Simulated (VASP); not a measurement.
Write the native input for VASP 6.6.1 that does the following.

```yaml
Task: single point
Functional: PBEsol
Potentials_or_basis: VASP PAW PBE potentials, release 64 (Te)
Cutoff: 520 eV
k_mesh: 18 × 18 × 18
Occupations: gaussian, width 0.1 eV
Spin: no spin polarisation
Dipole_correction: no
Further_INCAR_settings: ALGO = Normal; EDIFF = 1e-06; NBANDS = 13
```

The structure of Te lies in POSCAR:

```
Te
1.0
    0.0000000000      2.3392291357      6.0913179154
    2.0792747088      0.0000000000      6.0913179154
    2.0792747088      2.3392291357      0.0000000000
Te
2
Direct
    0.8753022211      0.8753022211      0.1246977789
    0.1246977789      0.1246977789      0.8753022211
```

One way to write it, as run:

INCAR

```
SYSTEM = Te
  ALGO = Normal
  EDIFF = 1E-6
  ENCUT = 520
  GGA = PS
  ISIF = 2
  ISMEAR = 0
  LASPH = .True.
  LCHARG = .False.
  LREAL = .False.
  LWAVE = .False.
  NBANDS = 13
  NELM = 80
  PREC = Accurate
  SIGMA = 0.1
```

KPOINTS

```
k-points
0
Gamma
  18 18 18
  0 0 0
```

Potentials or basis: VASP PAW PBE potentials, release 64 (Te).

The run is started by

```console
$ cat potpaw_PBE.64/Te/POTCAR > POTCAR
$ mpirun -np 1 vasp_std > vasp.out
```

It gave:

* Pressure: 0.0 GPa
* Largest force: 0.013 eV/Å
* Band gap on the k mesh: zero (bands 6 and 7 overlap by 4.96 eV)

Caveat: the PAW data sets were made with another functional, which shifts forces and pressure a little; spin-orbit coupling is left out, which moves the levels of the heavy elements.

Wall time 5.3 min on 1 thread of Intel(R) Xeon(R) 6975P-C (Granite Rapids) (shared host), peak memory 0.66 GiB.
